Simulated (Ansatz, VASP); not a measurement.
## Two plane-wave programs on SiC

```
Si C
1.0
     0.00000    2.19974    2.19974
     2.19974    0.00000    2.19974
     2.19974    2.19974    0.00000
Si C
1 1
Direct
  0.00000 0.00000 0.00000
  0.25000 0.25000 0.25000
```

Alike in both runs: task single point; functional r2SCAN; k mesh 10 × 10 × 10; occupations gaussian, width 0.02 eV; no spin polarisation.

```csv
,VASP,Ansatz
version,VASP 6.6.1,Ansatz 0.2.0
potentials or method,"VASP PAW PBE potentials, release 64 (Si, C), cutoff 520 eV","scalar-relativistic, plane waves, PAW"
valence electrons in the cell,8,8
```

|  | VASP | Ansatz | Ansatz less VASP |
| --- | --- | --- | --- |
| gap on the k mesh at the Fermi level (eV) | 1.74 | 1.73 | -0.010 |
| least direct gap on the mesh (eV) | 5.02 | 5.01 | -0.012 |
| pressure (GPa) | -6.5 | -6.3 | +0.15 |

VASP's potentials were made for PBE, not for r2SCAN. With one functional, cell and mesh, what is left measures potentials, basis and numerics.
